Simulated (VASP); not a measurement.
# Co (P6_3/mmc) in VASP: single point with PBEsol

Aim: the single point of Co with PBEsol.

Program: VASP 6.6.1. These are calculated values, not measurements. Logs are shortened: lines on timing, memory, paths and dates and some standing lists are left out, and cuts for length are marked.

### Step 1. The cell of the first run

Symmetry: P6_3/mmc, No. 194, hexagonal system. Conventional cell: a = 2.456 Å, b = 2.456 Å, c = 3.967 Å, α = 90.00°, β = 90.00°, γ = 120.00°. Co (site symmetry -6m2) has 12 Co at 2.44 to 2.46 Å within 3.2 Å.

### Step 2. Single point, PBEsol, collinear spin, ferromagnetic start

INCAR

```
PREC = Accurate ; ENCUT = 520
EDIFF = 1E-7 ; ISMEAR = 1
SIGMA = 0.1 ; LREAL = F
LASPH = T ; NELM = 150
ALGO = Fast ; ISIF = 2
LWAVE = F ; LCHARG = F
ISPIN = 2 ; MAGMOM = 1.7 1.7
LORBIT = 11 ; LMAXMIX = 4
GGA = PS ; NBANDS = 20
```

KPOINTS

```
regular mesh
0
Gamma
  21 21 12
```

POSCAR

```
Co
1.0
    2.4558060666      0.0000000000      0.0000000000
   -1.2279030333      2.1267904404      0.0000000000
    0.0000000000      0.0000000000      3.9673807080
Co
2
Direct
    0.3333333333      0.6666666667      0.2500000000
    0.6666666667      0.3333333333      0.7500000000
```

Potentials or basis: VASP PAW PBE potentials, release 64 (Co).

Run with:

```bash
cat potpaw_PBE.64/Co/POTCAR > POTCAR
mpirun -np 1 vasp_std > vasp.out
```

OUTCAR:

```text
PREC = Accurate
   ENCUT = 520
   EDIFF = 1E-7
   ISMEAR = 1
   LREAL = F
   LASPH = T
   NELM = 150
   ISIF = 2
   ISPIN = 2
   LORBIT = 11
   GGA = PS

 ion  position               nearest neighbor table
   1  0.333  0.667  0.250-   2 2.44   2 2.44   2 2.44   2 2.44   2 2.44   2 2.44
   2  0.667  0.333  0.750-   1 2.44   1 2.44   1 2.44   1 2.44   1 2.44   1 2.44

  LATTYP: Found a hexagonal cell.
 ALAT       =     2.4558060666
 C/A-ratio  =     1.6155105902

  Lattice vectors:

 A1 = (   2.4558060666,   0.0000000000,   0.0000000000)
 A2 = (  -1.2279030333,   2.1267904404,   0.0000000000)
 A3 = (   0.0000000000,   0.0000000000,   3.9673807080)

Analysis of symmetry for initial positions (statically):
=====================================================================
 Subroutine PRICEL returns:
 Original cell was already a primitive cell.

 Routine SETGRP: Setting up the symmetry group for a
 hexagonal supercell.

 Subroutine GETGRP returns: Found 24 space group operations
 (whereof 12 operations were pure point group operations)
 out of a pool of 24 trial point group operations.

The static configuration has the point symmetry D_3d.
 The point group associated with its full space group is D_6h.

Analysis of symmetry for dynamics (positions and initial velocities):
=====================================================================
 Subroutine PRICEL returns:
 Original cell was already a primitive cell.

 Routine SETGRP: Setting up the symmetry group for a
 hexagonal supercell.

 Subroutine GETGRP returns: Found 24 space group operations
 (whereof 12 operations were pure point group operations)
 out of a pool of 24 trial point group operations.

The dynamic configuration has the point symmetry D_3d.
 The point group associated with its full space group is D_6h.

Analysis of structural, dynamic, and magnetic symmetry:
=====================================================================
 Subroutine PRICEL returns:
 Original cell was already a primitive cell.

 Routine SETGRP: Setting up the symmetry group for a
 hexagonal supercell.

 Subroutine GETGRP returns: Found 24 space group operations
 (whereof 12 operations were pure point group operations)
 out of a pool of 24 trial point group operations.

The overall configuration has the point symmetry D_3d.
 The point group associated with its full space group is D_6h.

 Subroutine INISYM returns: Found 24 space group operations
 (whereof 12 operations are pure point group operations),
 and found     1 'primitive' translations

----------------------------------------------------------------------------------------

                                     Primitive cell

  volume of cell :      20.7216

  direct lattice vectors                    reciprocal lattice vectors
     2.455806067  0.000000000  0.000000000     0.407198277  0.235096035  0.000000000
    -1.227903033  2.126790440  0.000000000     0.000000000  0.470192070  0.000000000
     0.000000000  0.000000000  3.967380708     0.000000000  0.000000000  0.252055468

  length of vectors
     2.455806067  2.455806067  3.967380708     0.470192070  0.470192070  0.252055468

  position of ions in fractional coordinates (direct lattice)
     0.333333333  0.666666667  0.250000000
     0.666666667  0.333333333  0.750000000

  ion indices of the primitive-cell ions
   primitive index   ion index
                 1           1
                 2           2

----------------------------------------------------------------------------------------

 KPOINTS: regular mesh

Automatic generation of k-mesh.
 Grid dimensions read from file:
 generate k-points for:   21   21   12

 Generating k-lattice:

  Cartesian coordinates                     Fractional coordinates (reciprocal lattice)
     0.019390394  0.011195049  0.000000000     0.047619048  0.000000000  0.000000000
     0.000000000  0.022390099  0.000000000     0.000000000  0.047619048  0.000000000
     0.000000000  0.000000000  0.021004622     0.000000000  0.000000000  0.083333333

  Length of vectors
     0.022390099  0.022390099  0.021004622

  Shift w.r.t. Gamma in fractional coordinates (k-lattice)
     0.000000000  0.000000000  0.000000000

 Subroutine IBZKPT returns following result:
 ===========================================

 Found    336 irreducible k-points:

 Following reciprocal coordinates:
            Coordinates               Weight
  0.000000  0.000000  0.000000      1.000000
  0.047619 -0.000000  0.000000      6.000000
  0.095238  0.000000  0.000000      6.000000
  0.142857 -0.000000  0.000000      6.000000
  0.190476  0.000000  0.000000      6.000000
  0.238095 -0.000000  0.000000      6.000000
[... 16 lines left out ...]
  0.142857  0.095238  0.000000     12.000000
  0.190476  0.095238  0.000000     12.000000
 [... further k-points ...]
   k-points           NKPTS =    336   k-points in BZ     NKDIM =    336   number of bands    NBANDS=     20
   number of dos      NEDOS =    301   number of ions     NIONS =      2
   total plane-waves  NPLWV =   9720
   dimension x,y,z NGX =    18 NGY =   18 NGZ =   30
   dimension x,y,z NGXF=    36 NGYF=   36 NGZF=   60
   ions per type =               2
   NGX,Y,Z   is equivalent  to a cutoff of  12.19, 12.19, 12.57 a.u.
   NGXF,Y,Z  is equivalent  to a cutoff of  24.37, 24.37, 25.14 a.u.
 SYSTEM =  unknown system
   PREC   = accura    normal or accurate (medium, high low for compatibility)
   ISTART =      0    job   : 0-new  1-cont  2-samecut
   ICHARG =      2    charge: 1-file 2-atom 10-const
   ISPIN  =      2    spin polarized calculation?
   LNONCOLLINEAR =      F non collinear calculations
   LSORBIT =      F    spin-orbit coupling
   LASPH  =      T    aspherical Exc in radial PAW
   ENCUT  =  520.0 eV  38.22 Ry    6.18 a.u.   4.57  4.57  7.38*2*pi/ulx,y,z
   NELM   =    150;   NELMIN=  2; NELMDL= -5     # of ELM steps
   EDIFF  = 0.1E-06   stopping-criterion for ELM
   LREAL  =      F    real-space projection
   EDIFFG = 0.1E-05   stopping-criterion for IOM
   NSW    =      0    number of steps for IOM
   IBRION =     -1    ionic relax: 0-MD 1-quasi-New 2-CG
   NFREE  =      0    steps in history (QN), initial steepest desc. (CG)
   ISIF   =      2    stress and relaxation
   ISYM   =      2    0-nonsym 1-usesym 2-fastsym
   POTIM  = 0.5000    time-step for ionic-motion
   TEBEG  =    0.0;   TEEND  =   0.0 temperature during run
   PSTRESS=    0.0 pullay stress
   NELECT =      18.0000    total number of electrons
   NUPDOWN=      -1.0000    fix difference up-down
   EMIN   =  10.00;   EMAX   =-10.00  energy-range for DOS
   EFERMI =   0.00;   METHOD = LEGACY
   ISMEAR =     1;   SIGMA  =   0.10  broadening in eV -4-tet -1-fermi 0-gaus
   EFERMI_NEDOS =   21; number of points for ismear=-14 and -15
   IALGO  =     68    algorithm
   IMIX   =      4    mixing-type and parameters
     AMIX     =   0.40;   BMIX     =  1.00
     AMIX_MAG =   1.60;   BMIX_MAG =  1.00
  volume/ion in A,a.u.               =      10.36        69.92
  Fermi-wavevector in a.u.,A,eV,Ry     =   1.562037  2.951823 33.197686  2.439961
  Thomas-Fermi vector in A             =   2.665015
   LORBIT       =     11    0 simple, 1 ext, 2 COOP (PROOUT), +10 PAW based schemes
   GGA     = PS    functional components
   LHFCALC =     F    Hartree Fock is set to
   AEXX    =    0.0000 exact exchange contribution
   IVDW    =     0    specifies the selected vdW correction
   LEPSILON=     F    determine dielectric tensor
   LRPA    =     F    only Hartree local field effects (RPA)
 spin polarized calculation
 RMM-DIIS sequential band-by-band and
 Methfessel and Paxton  Order N= 1 SIGMA  =   0.10
  energy-cutoff  :      520.00
  volume of cell :       20.72
 maximum number of plane-waves:       574
   NGX =  9   NGY =  9   NGZ = 15

 number of electron      17.9999973 magnetization       3.1105849

 Free energy of the ion-electron system (eV)
  ---------------------------------------------------
  ext. energy  EPLUGINS =         0.00000000
  ---------------------------------------------------
  free energy    TOTEN  =       -15.47318588 eV

  energy without entropy =      -15.47336917  energy(sigma->0) =      -15.47324698

 E-fermi :  10.7257     XC(G=0): -13.8538

 val. band max:       10.7251057146   @ k =   0.2857   0.0476   0.4167
 cond. band min:      10.7277150819   @ k =   0.2381   0.0476   0.0000
 fundamental gap:      0.0026093673
 Fermi energy:        10.7257407814

 spin component 1

 k-point     1 :       0.0000    0.0000    0.0000
  band No.  band energies     occupation
      1       1.4922      1.00000
      2       5.3758      1.00000
      3       8.0906      1.00000
      4       8.1085      1.00000
      5       8.1085      1.00000
      6       8.4495      1.00000
[... 12 lines left out ...]
     19      37.3619      0.00000
     20      37.3619      0.00000
[... 507 lines left out ...]
 k-point    24 :       0.1905    0.0952    0.0000
  band No.  band energies     occupation
      1       3.6118      1.00000
      2       6.3116      1.00000
      3       7.1225      1.00000
      4       7.2223      1.00000
      5       8.1358      1.00000
      6       8.1767      1.00000
[... 12 lines left out ...]
     19      36.4741      0.00000
     20      37.6951      0.00000

 [... further k-points ...]

 spin component 2

 k-point     1 :       0.0000    0.0000    0.0000
  band No.  band energies     occupation
      1       1.5545      1.00000
      2       6.3015      1.00000
      3       9.6574      1.00000
      4       9.6719      1.00000
      5       9.6719      1.00000
      6      10.0657      1.00000
[... 12 lines left out ...]
     19      37.7039      0.00000
     20      37.7039      0.00000
[... 507 lines left out ...]
 k-point    24 :       0.1905    0.0952    0.0000
  band No.  band energies     occupation
      1       3.7138      1.00000
      2       7.4202      1.00000
      3       8.2150      1.00000
      4       8.5637      1.00000
      5       9.6326      1.00000
      6       9.7461      1.00000
[... 12 lines left out ...]
     19      36.7321      0.00000
     20      38.1438      0.00000

 [... further k-points ...]

------------------------ aborting loop because EDIFF is reached ----------------------------------------

  FORCE on cell =-STRESS in cart. coord.  units (eV):
  Direction    XX          YY          ZZ          XY          YZ          ZX
  --------------------------------------------------------------------------------------
  -------------------------------------------------------------------------------------
  Total       -0.1131878     -0.1131878     -0.1273155      0.0000000      0.0000000      0.0000000
  in kB       -8.7516008     -8.7516008     -9.8439475      0.0000000      0.0000000      0.0000000
  external PRESSURE =      -9.1157163 kB  Pullay stress =       0.0000000 kB

 VOLUME and BASIS-vectors are now :
 -----------------------------------------------------------------------------
  energy-cutoff  :      520.00
  volume of cell :       20.72
      direct lattice vectors                 reciprocal lattice vectors
     2.455806067  0.000000000  0.000000000     0.407198277  0.235096035  0.000000000
    -1.227903033  2.126790440  0.000000000     0.000000000  0.470192070  0.000000000
     0.000000000  0.000000000  3.967380708     0.000000000  0.000000000  0.252055468

 POSITION                                       TOTAL-FORCE (eV/Angst)
 -----------------------------------------------------------------------------------
     -0.00000      1.41786      0.99185         0.000000     -0.000000      0.000000
      1.22790      0.70893      2.97554        -0.000000      0.000000      0.000000
 -----------------------------------------------------------------------------------
    total drift:                                0.000000     -0.000000     -0.000000

  FREE ENERGIE OF THE ION-ELECTRON SYSTEM (eV)
  ---------------------------------------------------
  free  energy   TOTEN  =       -15.4731858849 eV

  energy  without entropy=      -15.4733691706  energy(sigma->0) =      -15.47324698

 total charge

# of ion       s       p       d       tot
------------------------------------------
    1        0.508   0.566   7.291   8.365
    2        0.508   0.566   7.291   8.365
--------------------------------------------------
tot          1.016   1.132  14.582  16.731

 magnetization (x)

# of ion       s       p       d       tot
------------------------------------------
    1       -0.016  -0.052   1.631   1.563
    2       -0.016  -0.052   1.631   1.563
--------------------------------------------------
tot         -0.031  -0.105   3.261   3.125
```

Wall time 2.9 min (1 thread of Intel Xeon Platinum 8488C (Sapphire Rapids), shared host); peak memory 0.29 GiB.

What came out:

| Item | Value |
| --- | --- |
| Free energy | -15.4732 eV |
| Pressure | -0.9 GPa |
| Net moment | 3.11 μB per cell |
| Site moments | Co +1.56 μB |
| Valence electrons inside the program's atomic spheres | Co 8.37 |

Stress tensor (GPa, compression positive):
```
-0.88  0.00  0.00
 0.00 -0.88  0.00
 0.00  0.00 -0.98
```

Levels at points of the mesh, in eV from the Fermi level:
Spin up:
| k point | band 6 | band 7 | band 8 | band 9 | band 10 | band 11 | band 12 | band 13 | band 14 | band 15 |
| --- | --- | --- | --- | --- | --- | --- | --- | --- | --- | --- |
| (0.00, 0.00, 0.00) | -2.28 | -2.28 | -1.90 | -1.90 | -0.71 | -0.71 | -0.14 | 6.79 | 22.31 | 25.32 |
| (0.00, 0.00, 0.50) | -2.69 | -2.69 | -2.69 | -1.04 | -1.04 | -1.04 | -1.04 | 15.55 | 15.55 | 23.06 |
Spin down:
```
           k point  band 4  band 5  band 6  band 7  band 8  band 9  band 10  band 11
(0.00, 0.00, 0.00)   -1.05   -1.05   -0.66   -0.66   -0.21   -0.21    -0.11     1.09
(0.00, 0.00, 0.50)   -1.65   -1.12   -1.12   -1.12   -1.12    0.73     0.73     0.73
```

Caveat: the PAW data sets were made with another functional, which shifts forces and pressure a little.
